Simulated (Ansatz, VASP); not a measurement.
## Bi2As in VASP and in Ansatz

Contents of INCAR:

```
  PREC = Accurate
  ENCUT = 520
  EDIFF = 1E-6
  ISMEAR = 0
  SIGMA = 0.1
  LREAL = F
  LASPH = T
  NELM = 100
  ALGO = Normal
  ISIF = 2
  LWAVE = F
  LCHARG = F
  GGA = PE
  NBANDS = 24
```

The input KPOINTS:

```
Automatic mesh
0
Gamma
  6 6 6
```

POSCAR

```
Bi2As
1.0
   -1.9062445002      1.9062445002      6.2023890630
    1.9062445002     -1.9062445002      6.2023890630
    1.9062445002      1.9062445002     -6.2023890630
Bi As
2 1
Direct
    0.3400000000      0.3400000000      0.0000000000
    0.6600000000      0.6600000000      0.0000000000
    0.0000000000      0.0000000000      0.0000000000
```

Input for Ansatz:

```yaml
crystal:
  lattice:
    - [-1.9062445002, 1.9062445002, 6.202389063]
    - [1.9062445002, -1.9062445002, 6.202389063]
    - [1.9062445002, 1.9062445002, -6.202389063]
  atoms:
    - { symbol: Bi, position: [0.34, 0.34, 0.0] }
    - { symbol: Bi, position: [0.66, 0.66, 0.0] }
    - { symbol: As, position: [0.0, 0.0, 0.0] }
basis:
  ecutwfc: 420
kpoints:
  mp_grid: { grid: [6, 6, 6] }
hamiltonian:
  xc: pbe
scf:
  occupations: { method: gaussian, width: 0.1 }
  lower_state_search: "off"
output:
  forces: true
  stress: true
  eigenvalues: true
```

Alike in both runs: task single point; functional PBE; k mesh 6 × 6 × 6; occupations gaussian, width 0.1 eV; no spin polarisation.

|  | VASP | Ansatz |
| --- | --- | --- |
| version | VASP 6.6.1 | Ansatz 0.2.0 |
| potentials or method | VASP PAW PBE potentials, release 64 (Bi_d, As), cutoff 520 eV | scalar-relativistic, plane waves, PAW |
| valence electrons in the cell | 35 | 45 |

```csv
,VASP,Ansatz,Ansatz less VASP
gap on the k mesh at the Fermi level (eV),none,none,-
pressure (GPa),-4.6,-4.5,+0.03
"traceless stress, the component that is largest in VASP (GPa)",-1.31,-1.32,-0.005
rms of the force components (eV/Å),0.311,0.311,-0.0002
```

Atom by atom the forces differ by 0.000 eV/Å (rms over components). A gap of «none» marks a metal or a gap that the smearing closes. VASP's potentials hold 35 valence electrons a cell and Ansatz's 45, so a difference there can come from the potentials and not from the codes.

The k mesh is coarse, so the values compare programs but aren't converged. Spin-orbit coupling is off throughout.
